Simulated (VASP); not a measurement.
Here is a VASP 6.6.1 calculation.

File INCAR:

```
  PREC = Accurate
  ENCUT = 520
  EDIFF = 1E-6
  ISMEAR = 0
  SIGMA = 0.15
  LREAL = False
  LASPH = True
  NELM = 60
  ALGO = Normal
  ISIF = 2
  LWAVE = False
  LCHARG = False
  GGA = PS
  NBANDS = 15
```

KPOINTS

```
regular mesh
0
Gamma
  21 21 18
```

The input POSCAR:

```
TaN
1.0
    2.8629447725      0.0000000000      0.0000000000
   -1.4314723862      2.4793829026      0.0000000000
    0.0000000000      0.0000000000      2.7550117546
Ta N
1 1
Direct
    0.3333333333      0.6666666667      0.5000000000
    0.0000000000      0.0000000000      0.0000000000
```

Potentials or basis: VASP PAW PBE potentials, release 64 (Ta_pv, N).

The run is started by

```sh
$ cat potpaw_PBE.64/Ta_pv/POTCAR potpaw_PBE.64/N/POTCAR > POTCAR
$ mpirun -np 1 vasp_std > vasp.out
```

Predict the pressure.

38.5 GPa.

Estimate the band gap on the k mesh.

zero (bands 8 and 9 overlap by 0.42 eV).

Stress tensor (GPa, compression positive):
```
31.74  0.00  0.00
 0.00 31.74  0.00
 0.00  0.00 51.92
```

Caveat: the cell stands under pressure; the PAW data sets were made with another functional, which shifts forces and pressure a little; spin-orbit coupling is left out, which moves the levels of the heavy elements.
